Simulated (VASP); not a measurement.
HgTe:

```
Hg Te
1.0
     4.54599    0.00000    0.00000
    -2.27299    3.93694    0.00000
     0.00000    0.00000    7.42357
Hg Te
2 2
Cartesian
  0.0000 0.0000 0.0000
  0.0000 2.6246 3.7118
  0.0000 0.0000 2.7838
  0.0000 2.6246 6.4956
```

```yaml
Program: VASP 6.6.1
Task: relaxation of cell and atoms
Functional: PBE
Potentials_or_basis: VASP PAW PBE potentials, release 64 (Hg, Te)
Cutoff: 600 eV
k_mesh: 12 × 12 × 6
Occupations: gaussian, width 0.1 eV
Spin: no spin polarisation
```

At the start: pressure 4.7 GPa; volume 33.22 Å³/atom.

Question: Where does the relaxation end?

Answer: Over 7 steps the energy falls by 48.3 meV/atom and the volume is 36.89 Å³/atom (+11.1 %); space group P6_3mc (No. 186, to 0.05 Å).

The path:
```csv
step,energy change (eV),largest force (eV/Å),pressure (GPa),volume (Å³)
1,0.0000,0.0144,4.68,132.86
2,-0.1773,0.0009,-1.01,152.39
3,-0.1930,0.0006,0.02,147.47
4,-0.1930,0.0006,-0.05,147.78
5,-0.1930,0.0034,0.01,147.54
6,-0.1930,0.0034,0.00,147.54
7,-0.1930,0.0038,0.00,147.57
```

Final structure:
```xyz
4
Lattice="4.7009 0.0000 0.0000 -2.3504 4.0711 0.0000 0.0000 0.0000 7.7109" Properties=species:S:1:pos:R:3 pbc="T T T"
Hg    0.0000    0.0000    7.7105
Hg    0.0000    2.7141    3.8550
Te   -2.3504    4.0711    2.8920
Te    0.0000    2.7141    6.7475
```
